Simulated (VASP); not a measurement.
# TaGa2 (Fd-3m) in VASP: further runs

The runs below take TaGa2 through single point, with PBE.

Program: VASP 6.6.1. These are calculated values, not measurements. Logs are shortened: lines on timing, memory, paths and dates and some standing lists are left out, and cuts for length are marked.

**1. The cell of the first run**

Symmetry: Fd-3m, No. 227, cubic system. Conventional cell: a = 7.249 Å, b = 7.249 Å, c = 7.249 Å, α = 90.00°, β = 90.00°, γ = 90.00°. Ta (site symmetry -43m) has 12 Ga at 3.01 Å and 4 Ta at 3.14 Å within 4.0 Å. Within 3.4 Å of Ga (site symmetry -3m) lie 6 Ga at 2.56 Å and 6 Ta at 3.01 Å.

**2. Single point, PBE**

Input file INCAR:

```
ALGO = Normal ; EDIFF = 1E-7
ENCUT = 520 ; GGA = PE
ISIF = 2 ; ISMEAR = 0
LASPH = True ; LCHARG = True
LELF = True ; LREAL = False
LVHAR = True ; LWAVE = False
NBANDS = 46 ; NELM = 80
PREC = Accurate ; SIGMA = 0.1
```

Input file KPOINTS:

```
k-points
0
Gamma
  4 4 4
```

Input file POSCAR:

```
TaGa2
1.0
    0.0000000000      3.6243102196      3.6243102196
    3.6243102196      0.0000000000      3.6243102196
    3.6243102196      3.6243102196      0.0000000000
Ta Ga
2 4
Direct
    0.2500000000      0.2500000000      0.2500000000
    0.0000000000      0.0000000000      0.0000000000
    0.6250000000      0.1250000000      0.6250000000
    0.6250000000      0.6250000000      0.1250000000
    0.1250000000      0.6250000000      0.6250000000
    0.6250000000      0.6250000000      0.6250000000
```

Potentials or basis: VASP PAW PBE potentials, release 64 (Ta_pv, Ga_d).

Run with:

```console
> cat potpaw_PBE.64/Ta_pv/POTCAR potpaw_PBE.64/Ga_d/POTCAR > POTCAR
> mpirun -np 1 vasp_std > vasp.out
```

OUTCAR:

```text
EDIFF = 1E-7
   ENCUT = 520
   GGA = PE
   ISIF = 2
   ISMEAR = 0
   LASPH = True
   LREAL = False
   NELM = 80
   PREC = Accurate

 ion  position               nearest neighbor table
   1  0.250  0.250  0.250-   3 3.01   5 3.01   4 3.01   5 3.01   3 3.01   4 3.01   5 3.01   3 3.01
                             6 3.01   4 3.01   6 3.01   6 3.01   2 3.14   2 3.14   2 3.14   2 3.14
   2  0.000  0.000  0.000-   3 3.01   4 3.01   4 3.01   5 3.01   3 3.01   5 3.01   6 3.01   6 3.01
                             6 3.01   3 3.01   4 3.01   5 3.01   1 3.14   1 3.14   1 3.14   1 3.14
   3  0.625  0.125  0.625-   6 2.56   4 2.56   4 2.56   5 2.56   6 2.56   5 2.56   2 3.01   1 3.01
                             2 3.01   1 3.01   1 3.01   2 3.01
   4  0.625  0.625  0.125-   6 2.56   3 2.56   5 2.56   6 2.56   3 2.56   5 2.56   2 3.01   1 3.01
                             2 3.01   1 3.01   1 3.01   2 3.01
   5  0.125  0.625  0.625-   6 2.56   4 2.56   3 2.56   3 2.56   4 2.56   6 2.56   1 3.01   2 3.01
                             1 3.01   2 3.01   1 3.01   2 3.01
   6  0.625  0.625  0.625-   3 2.56   4 2.56   5 2.56   4 2.56   3 2.56   5 2.56   2 3.01   1 3.01
                             2 3.01   1 3.01   2 3.01   1 3.01

  LATTYP: Found a face centered cubic cell.
 ALAT       =     7.2486204392

  Lattice vectors:

 A1 = (   0.0000000000,   3.6243102196,   3.6243102196)
 A2 = (   3.6243102196,   0.0000000000,   3.6243102196)
 A3 = (   3.6243102196,   3.6243102196,   0.0000000000)

Analysis of symmetry for initial positions (statically):
=====================================================================
 Subroutine PRICEL returns:
 Original cell was already a primitive cell.

 Routine SETGRP: Setting up the symmetry group for a
 face centered cubic supercell.

 Subroutine GETGRP returns: Found 48 space group operations
 (whereof 24 operations were pure point group operations)
 out of a pool of 48 trial point group operations.

The static configuration has the point symmetry T_d .
 The point group associated with its full space group is O_h .

Analysis of symmetry for dynamics (positions and initial velocities):
=====================================================================
 Subroutine PRICEL returns:
 Original cell was already a primitive cell.

 Routine SETGRP: Setting up the symmetry group for a
 face centered cubic supercell.

 Subroutine GETGRP returns: Found 48 space group operations
 (whereof 24 operations were pure point group operations)
 out of a pool of 48 trial point group operations.

The dynamic configuration has the point symmetry T_d .
 The point group associated with its full space group is O_h .

 Subroutine INISYM returns: Found 48 space group operations
 (whereof 24 operations are pure point group operations),
 and found     1 'primitive' translations

----------------------------------------------------------------------------------------

                                     Primitive cell

  volume of cell :      95.2152

  direct lattice vectors                    reciprocal lattice vectors
     0.000000000  3.624310220  3.624310220    -0.137957286  0.137957286  0.137957286
     3.624310220  0.000000000  3.624310220     0.137957286 -0.137957286  0.137957286
     3.624310220  3.624310220  0.000000000     0.137957286  0.137957286 -0.137957286

  length of vectors
     5.125548667  5.125548667  5.125548667     0.238949028  0.238949028  0.238949028

  position of ions in fractional coordinates (direct lattice)
     0.250000000  0.250000000  0.250000000
     0.000000000  0.000000000  0.000000000
     0.625000000  0.125000000  0.625000000
     0.625000000  0.625000000  0.125000000
     0.125000000  0.625000000  0.625000000
     0.625000000  0.625000000  0.625000000

  ion indices of the primitive-cell ions
   primitive index   ion index
                 1           1
                 2           2
                 3           3
                 4           4
                 5           5
                 6           6

----------------------------------------------------------------------------------------

 KPOINTS: k-points

Automatic generation of k-mesh.
 Grid dimensions read from file:
 generate k-points for:    4    4    4

 Generating k-lattice:

  Cartesian coordinates                     Fractional coordinates (reciprocal lattice)
    -0.034489321  0.034489321  0.034489321     0.250000000  0.000000000  0.000000000
     0.034489321 -0.034489321  0.034489321     0.000000000  0.250000000  0.000000000
     0.034489321  0.034489321 -0.034489321     0.000000000  0.000000000  0.250000000

  Length of vectors
     0.059737257  0.059737257  0.059737257

  Shift w.r.t. Gamma in fractional coordinates (k-lattice)
     0.000000000  0.000000000  0.000000000

 Subroutine IBZKPT returns following result:
 ===========================================

 Found      8 irreducible k-points:

 Following reciprocal coordinates:
            Coordinates               Weight
  0.000000  0.000000  0.000000      1.000000
  0.250000  0.000000  0.000000      8.000000
  0.500000  0.000000  0.000000      4.000000
  0.250000  0.250000  0.000000      6.000000
  0.500000  0.250000  0.000000     24.000000
 -0.250000  0.250000  0.000000     12.000000
  0.500000  0.500000  0.000000      3.000000
 -0.250000  0.500000  0.250000      6.000000
   k-points           NKPTS =      8   k-points in BZ     NKDIM =      8   number of bands    NBANDS=     46
   number of dos      NEDOS =    301   number of ions     NIONS =      6
   total plane-waves  NPLWV =  64000
   dimension x,y,z NGX =    40 NGY =   40 NGZ =   40
   dimension x,y,z NGXF=    80 NGYF=   80 NGZF=   80
   ions per type =               2   4
   NGX,Y,Z   is equivalent  to a cutoff of  12.97, 12.97, 12.97 a.u.
   NGXF,Y,Z  is equivalent  to a cutoff of  25.95, 25.95, 25.95 a.u.
 SYSTEM =  unknown system
   PREC   = accura    normal or accurate (medium, high low for compatibility)
   ISTART =      0    job   : 0-new  1-cont  2-samecut
   ICHARG =      2    charge: 1-file 2-atom 10-const
   ISPIN  =      1    spin polarized calculation?
   LNONCOLLINEAR =      F non collinear calculations
   LSORBIT =      F    spin-orbit coupling
   LASPH  =      T    aspherical Exc in radial PAW
   ENCUT  =  520.0 eV  38.22 Ry    6.18 a.u.   9.53  9.53  9.53*2*pi/ulx,y,z
   NELM   =     80;   NELMIN=  2; NELMDL= -5     # of ELM steps
   EDIFF  = 0.1E-06   stopping-criterion for ELM
   LREAL  =      F    real-space projection
   EDIFFG = 0.1E-05   stopping-criterion for IOM
   NSW    =      0    number of steps for IOM
   IBRION =     -1    ionic relax: 0-MD 1-quasi-New 2-CG
   NFREE  =      0    steps in history (QN), initial steepest desc. (CG)
   ISIF   =      2    stress and relaxation
   ISYM   =      2    0-nonsym 1-usesym 2-fastsym
   POTIM  = 0.5000    time-step for ionic-motion
   TEBEG  =    0.0;   TEEND  =   0.0 temperature during run
   PSTRESS=    0.0 pullay stress
   NELECT =      74.0000    total number of electrons
   NUPDOWN=      -1.0000    fix difference up-down
   EMIN   =  10.00;   EMAX   =-10.00  energy-range for DOS
   EFERMI =   0.00;   METHOD = LEGACY
   ISMEAR =     0;   SIGMA  =   0.10  broadening in eV -4-tet -1-fermi 0-gaus
   EFERMI_NEDOS =   21; number of points for ismear=-14 and -15
   IALGO  =     38    algorithm
   IMIX   =      4    mixing-type and parameters
     AMIX     =   0.40;   BMIX     =  1.00
     AMIX_MAG =   1.60;   BMIX_MAG =  1.00
  volume/ion in A,a.u.               =      15.87       107.09
  Fermi-wavevector in a.u.,A,eV,Ry     =   1.505162  2.844345 30.824189  2.265514
  Thomas-Fermi vector in A             =   2.616047
   LORBIT       =      0    0 simple, 1 ext, 2 COOP (PROOUT), +10 PAW based schemes
   GGA     = PE    functional components
   LHFCALC =     F    Hartree Fock is set to
   AEXX    =    0.0000 exact exchange contribution
   IVDW    =     0    specifies the selected vdW correction
   LEPSILON=     F    determine dielectric tensor
   LRPA    =     F    only Hartree local field effects (RPA)
 non-spin polarized calculation
 Gauss-broadening in eV      SIGMA  =   0.10
  energy-cutoff  :      520.00
  volume of cell :       95.22
 maximum number of plane-waves:      2637
 NGX is ok and might be reduce to    40
   NGX = 19   NGY = 19   NGZ = 19

 number of electron      73.9999954 magnetization

 Free energy of the ion-electron system (eV)
  ---------------------------------------------------
  ext. energy  EPLUGINS =         0.00000000
  ---------------------------------------------------
  free energy    TOTEN  =       -34.81000056 eV

  energy without entropy =      -34.77999358  energy(sigma->0) =      -34.79499707

 E-fermi :   7.8767     XC(G=0): -12.4368

 val. band max:        7.8522889877   @ k =  -0.2500   0.2500   0.0000
 cond. band min:       7.9382478075   @ k =   0.2500   0.0000   0.0000
 fundamental gap:      0.0859588198
 Fermi energy:         7.8767289019

 k-point     1 :       0.0000    0.0000    0.0000
  band No.  band energies     occupation
      1     -27.2717      2.00000
      2     -27.2717      2.00000
      3     -27.2717      2.00000
      4     -27.1021      2.00000
      5     -27.1021      2.00000
      6     -27.1021      2.00000
[... 38 lines left out ...]
     45      11.9705      0.00000
     46      12.3037      0.00000

 k-point     2 :       0.2500    0.0000    0.0000
  band No.  band energies     occupation
      1     -27.2810      2.00000
      2     -27.2810      2.00000
      3     -27.2696      2.00000
      4     -27.1065      2.00000
      5     -27.0928      2.00000
      6     -27.0928      2.00000
[... 38 lines left out ...]
     45      10.6534      0.00000
     46      12.7775      0.00000

 k-point     3 :       0.5000    0.0000    0.0000
  band No.  band energies     occupation
      1     -27.2894      2.00000
      2     -27.2894      2.00000
      3     -27.2684      2.00000
      4     -27.1099      2.00000
      5     -27.0844      2.00000
      6     -27.0844      2.00000
[... 234 lines left out ...]
     45      12.3848      0.00000
     46      12.3851      0.00000

 k-point     8 :      -0.2500    0.5000    0.2500
  band No.  band energies     occupation
      1     -27.3086      2.00000
      2     -27.3086      2.00000
      3     -27.1885      2.00000
      4     -27.1885      2.00000
      5     -27.0666      2.00000
      6     -27.0666      2.00000
[... 38 lines left out ...]
     45      12.1208      0.00000
     46      12.1208      0.00000

------------------------ aborting loop because EDIFF is reached ----------------------------------------

  FORCE on cell =-STRESS in cart. coord.  units (eV):
  Direction    XX          YY          ZZ          XY          YZ          ZX
  --------------------------------------------------------------------------------------
  -------------------------------------------------------------------------------------
  Total        0.1243556      0.1243556      0.1243556      0.0000000     -0.0000000      0.0000000
  in kB        2.0925206      2.0925206      2.0925206      0.0000000     -0.0000000      0.0000000
  external PRESSURE =       2.0925206 kB  Pullay stress =       0.0000000 kB

 VOLUME and BASIS-vectors are now :
 -----------------------------------------------------------------------------
  energy-cutoff  :      520.00
  volume of cell :       95.22
      direct lattice vectors                 reciprocal lattice vectors
     0.000000000  3.624310220  3.624310220    -0.137957286  0.137957286  0.137957286
     3.624310220  0.000000000  3.624310220     0.137957286 -0.137957286  0.137957286
     3.624310220  3.624310220  0.000000000     0.137957286  0.137957286 -0.137957286

 POSITION                                       TOTAL-FORCE (eV/Angst)
 -----------------------------------------------------------------------------------
      1.81216      1.81216      1.81216         0.000000      0.000000      0.000000
      0.00000      0.00000      0.00000        -0.000000     -0.000000     -0.000000
      2.71823      4.53039      2.71823        -0.000000      0.000000     -0.000000
      2.71823      2.71823      4.53039        -0.000000      0.000000     -0.000000
      4.53039      2.71823      2.71823        -0.000000      0.000000     -0.000000
      4.53039      4.53039      4.53039        -0.000000      0.000000     -0.000000
 -----------------------------------------------------------------------------------
    total drift:                                0.000000      0.000000      0.000000

  FREE ENERGIE OF THE ION-ELECTRON SYSTEM (eV)
  ---------------------------------------------------
  free  energy   TOTEN  =       -34.8100005625 eV

  energy  without entropy=      -34.7799935827  energy(sigma->0) =      -34.79499707
```

Wall time 35 s (1 thread of Intel Xeon Platinum 8488C (Sapphire Rapids), shared host); peak memory 0.24 GiB.

What came out:

| Item | Value |
| --- | --- |
| Free energy | -34.8100 eV |
| Pressure | 0.2 GPa |
| Band gap on the k mesh | zero (band 37 reaches 8.69 eV, above the bottom of band 38 at 7.56 eV) |

Levels at points of the mesh, in eV from the Fermi level:
```
           k point  band 35  band 36  band 37  band 38  band 39  band 40
(0.00, 0.00, 0.00)    -4.06    -4.06    -0.72     0.95     0.95     0.95
(0.50, 0.00, 0.00)    -2.07    -2.07     0.65     0.65     1.39     1.81
(0.50, 0.50, 0.00)    -1.41    -1.41    -0.24    -0.24     0.10     0.10
```

Caveat: the k points lie up to 0.38 Å⁻¹ apart; spin-orbit coupling is left out, which moves the levels of the heavy elements.

**3. Single point, PBE**

This run uses another cell than the first one, of 20.82 Å³/atom, 1.312 times its volume.

Input file INCAR:

```
SYSTEM = TaGa2
  PREC = Accurate
  ENCUT = 520
  EDIFF = 1E-6
  ISMEAR = 0
  SIGMA = 0.1
  LREAL = .FALSE.
  LASPH = .TRUE.
  NELM = 60
  ALGO = Fast
  ISIF = 2
  LWAVE = .FALSE.
  LCHARG = .TRUE.
  GGA = PE
  LELF = .TRUE.
  LVHAR = .TRUE.
  NBANDS = 46
```

Input file KPOINTS:

```
Automatic mesh
0
G
  4 4 4
  0 0 0
```

Edit POSCAR of step 2 so:

```diff
@@ -2,5 +2,5 @@
 1.0
-    0.0000000000      3.6243102196      3.6243102196
-    3.6243102196      0.0000000000      3.6243102196
-    3.6243102196      3.6243102196      0.0000000000
+    0.0000000000      3.9678120700      3.9678120700
+    3.9678120700      0.0000000000      3.9678120700
+    3.9678120700      3.9678120700      0.0000000000
 Ta Ga
```

Potentials or basis: VASP PAW PBE potentials, release 64 (Ta_pv, Ga_d).

Run with:

```console
> cat potpaw_PBE.64/Ta_pv/POTCAR potpaw_PBE.64/Ga_d/POTCAR > POTCAR
> mpirun -np 1 vasp_std > vasp.out
```

Wall time 72 s (1 thread of Intel Xeon Platinum 8488C (Sapphire Rapids), shared host); peak memory 0.27 GiB.

It converged, with:

| Item | Value |
| --- | --- |
| Free energy | -32.5043 eV |
| Pressure | -19.3 GPa |
| Band gap on the k mesh | zero (band 37 reaches 5.72 eV, above the bottom of band 38 at 5.08 eV) |

Levels at points of the mesh, in eV from the Fermi level:
```tsv
k point	band 33	band 34	band 35	band 36	band 37	band 38	band 39	band 40	band 41	band 42
(0.00, 0.00, 0.00)	-3.18	-3.18	-2.83	-2.83	-1.22	0.33	0.33	0.33	1.34	1.34
(0.50, 0.00, 0.00)	-2.46	-1.83	-1.48	-1.48	0.51	0.51	0.81	0.85	0.85	1.54
(0.50, 0.50, 0.00)	-0.98	-0.98	-0.93	-0.93	-0.04	-0.04	0.22	0.22	1.51	1.51
```

Caveat: spin-orbit coupling is left out, which moves the levels of the heavy elements.
